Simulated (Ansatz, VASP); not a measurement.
# ZnSe in VASP and in Ansatz

Contents of INCAR:

```
PREC = Accurate
ENCUT = 500
EDIFF = 1E-6
ISMEAR = 0
SIGMA = 0.01
LREAL = F
LASPH = T
NELM = 120
ALGO = Normal
ISIF = 2
LWAVE = F
LCHARG = F
GGA = PS
NBANDS = 16
GGA_COMPAT = F
```

File KPOINTS:

```
regular mesh
0
Gamma
  3 3 3
```

POSCAR

```
ZnSe
1.0
    0.0000000000      2.8338000000      2.8338000000
    2.8338000000      0.0000000000      2.8338000000
    2.8338000000      2.8338000000      0.0000000000
Zn Se
1 1
Direct
    0.0000000000      0.0000000000      0.0000000000
    0.2500000000      0.2500000000      0.2500000000
```

Input for Ansatz:

```yaml
crystal:
  lattice:
    - [0.0, 2.8338, 2.8338]
    - [2.8338, 0.0, 2.8338]
    - [2.8338, 2.8338, 0.0]
  atoms:
    - { symbol: Zn, position: [0.0, 0.0, 0.0] }
    - { symbol: Se, position: [0.25, 0.25, 0.25] }
basis:
  ecutwfc: 420.0
kpoints:
  mp_grid:
    grid: [3, 3, 3]
hamiltonian:
  xc: pbesol
scf:
  convergence:
    dr2_threshold: 1.0e-07
  occupations:
    method: fixed
output:
  eigenvalues: true
```

Alike in both runs: task single point; functional PBEsol; k mesh 3 × 3 × 3; no spin polarisation.

|  | VASP | Ansatz |
| --- | --- | --- |
| version | VASP 6.6.1 | Ansatz 0.2.0 |
| potentials or method | VASP PAW PBE potentials, release 64 (Zn, Se), cutoff 500 eV | plane waves, PAW |
| occupations | gaussian, width 0.01 eV | fixed |
| valence electrons in the cell | 18 | 28 |

|  | VASP | Ansatz | Ansatz less VASP |
| --- | --- | --- | --- |
| gap on the k mesh at the Fermi level (eV) | 1.13 | 1.12 | -0.003 |

VASP's potentials were made for PBE, not for PBEsol. VASP's potentials hold 18 valence electrons a cell and Ansatz's 28, so a difference there can come from the potentials and not from the codes.

The k mesh is coarse, so the values compare programs but aren't converged.
